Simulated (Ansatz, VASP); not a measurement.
## One calculation of Ni2H, two programs

INCAR

```
PREC     = Accurate       # precision mode
ENCUT    = 600            # plane-wave cutoff, eV
EDIFF    = 1E-7           # SCF threshold, eV
ISMEAR   = -1             # smearing method
SIGMA    = 0.15           # smearing width, eV
LREAL    = F              # projectors in reciprocal space
LASPH    = T              # aspherical terms in the spheres
NELM     = 80             # most SCF steps
ALGO     = Normal         # electronic algorithm
ISIF     = 3              # what is computed and relaxed
LWAVE    = F              # write WAVECAR
LCHARG   = F              # write CHGCAR
IBRION   = 2              # ionic algorithm
NSW      = 80             # ionic steps
EDIFFG   = -0.001         # ionic threshold
```

File KPOINTS:

```
Automatic mesh
0
Gamma
  18 18 10
```

File POSCAR:

```
Ni2H
1.0
    2.4861727325      0.0000000000      0.0000000000
   -1.2430863662      2.1530887446      0.0000000000
    0.0000000000      0.0000000000      4.1183751177
Ni H
2 1
Direct
    0.6666666667      0.3333333333      0.7684431608
    0.3333333333      0.6666666667      0.2875568392
    0.0000000000      0.0000000000      0.0280000000
```

Input for Ansatz:

```yaml
crystal:
  lattice:
    - [2.4861727325, 0.0, 0.0]
    - [-1.2430863662, 2.1530887446, 0.0]
    - [0.0, 0.0, 4.1183751177]
  atoms:
    - { symbol: Ni, position: [0.6666666667, 0.3333333333, 0.7684431608] }
    - { symbol: Ni, position: [0.3333333333, 0.6666666667, 0.2875568392] }
    - { symbol: H, position: [0.0, 0.0, 0.028] }
basis:
  ecutwfc: 420
kpoints:
  mp_grid: { grid: [18, 18, 10] }
hamiltonian:
  xc: lda
scf:
  occupations: { method: fermi_dirac, width: 0.15 }
output:
  forces: true
  stress: true
  eigenvalues: true
relax:
  adjacent_minimum: "off"
  f_tol: 0.001
  max_steps: 60
  cell: { stress_tol: 0.01 }
```

Alike in both runs: task relaxation of cell and atoms; functional LDA; k mesh 18 × 18 × 10; occupations fermi-dirac, width 0.15 eV; no spin polarisation.

|  | VASP | Ansatz |
| --- | --- | --- |
| version | VASP 6.6.1 | Ansatz 0.2.0 |
| potentials or method | VASP PAW LDA potentials, release 64 (Ni, H), cutoff 600 eV | scalar-relativistic, plane waves, PAW |
| valence electrons in the cell | 21 | 37 |

VASP gave:

```
gap on the k mesh at the Fermi level, each at its own relaxed structure (eV) : none
relaxed volume (Å³/atom)                                                     : 7.38
relaxed cell length with the largest relative difference (Å)                 : 4.116
```

Problem. What did Ansatz give for the same quantities?

Solution. gap on the k mesh at the Fermi level, each at its own relaxed structure (eV): none; relaxed volume (Å³/atom): 7.38; relaxed cell length with the largest relative difference (Å): 4.118.

LDA's correlation is that of Perdew and Zunger in VASP and of Perdew and Wang (1992) in Ansatz. A gap of «none» marks a metal or a gap that the smearing closes. VASP's potentials hold 21 valence electrons a cell and Ansatz's 37, so a difference there can come from the potentials and not from the codes.
